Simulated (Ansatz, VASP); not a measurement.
**SrAl2O2: VASP beside Ansatz**

Contents of INCAR:

```
  ALGO = Normal
  EDIFF = 1E-6
  EDIFFG = -0.01
  ENCUT = 600
  GGA = PE
  IBRION = 2
  ISIF = 3
  ISMEAR = 0
  LASPH = True
  LCHARG = False
  LREAL = False
  LWAVE = False
  NELM = 100
  NSW = 100
  PREC = Accurate
  SIGMA = 0.1
```

Contents of KPOINTS:

```
k-points
0
Gamma
  10 10 8
```

File POSCAR:

```
SrAl2O2
1.0
    4.0866839655      0.0000000000      0.0000000000
    0.0000000000      4.0866839655      0.0000000000
    0.0000000000      0.0000000000      4.7103610708
Sr Al O
1 2 2
Direct
    0.0000000000      0.0000000000      0.0000000000
    0.5000000000      0.5000000000      0.2601723815
    0.5000000000      0.5000000000      0.7398276185
    0.0000000000      0.5000000000      0.5000000000
    0.5000000000      0.0000000000      0.5000000000
```

Input for Ansatz:

```yaml
crystal:
  lattice:
    - [4.0866839655, 0.0, 0.0]
    - [0.0, 4.0866839655, 0.0]
    - [0.0, 0.0, 4.7103610708]
  atoms:
    - { symbol: Sr, position: [0.0, 0.0, 0.0] }
    - { symbol: Al, position: [0.5, 0.5, 0.2601723815] }
    - { symbol: Al, position: [0.5, 0.5, 0.7398276185] }
    - { symbol: O, position: [0.0, 0.5, 0.5] }
    - { symbol: O, position: [0.5, 0.0, 0.5] }
basis:
  ecutwfc: 420
kpoints:
  mp_grid: { grid: [10, 10, 8] }
hamiltonian:
  xc: pbe
scf:
  occupations: { method: gaussian, width: 0.1 }
output:
  forces: true
  stress: true
  eigenvalues: true
relax:
  adjacent_minimum: "off"
  f_tol: 0.01
  max_steps: 80
  cell: { stress_tol: 0.05 }
```

Change from the starting cell: species swapped into the CeMg2Si2 type (P4/mmm, No. 123).

Alike in both runs: task relaxation of cell and atoms; functional PBE; k mesh 10 × 10 × 8; occupations gaussian, width 0.1 eV; no spin polarisation.

```csv
,VASP,Ansatz
version,VASP 6.6.1,Ansatz 0.2.0
potentials or method,"VASP PAW PBE potentials, release 64 (Sr_sv, Al, O), cutoff 600 eV","scalar-relativistic, plane waves, PAW"
valence electrons in the cell,28,28
```

```csv
,VASP,Ansatz,Ansatz less VASP
"gap on the k mesh at the Fermi level, each at its own relaxed structure (eV)",none,none,-
relaxed volume (Å³/atom),15.66,15.67,+0.007
relaxed length of the cell vector where the two differ most in proportion (Å),4.694,4.695,+0.0018
```

A gap of «none» marks a metal or a gap that the smearing closes.
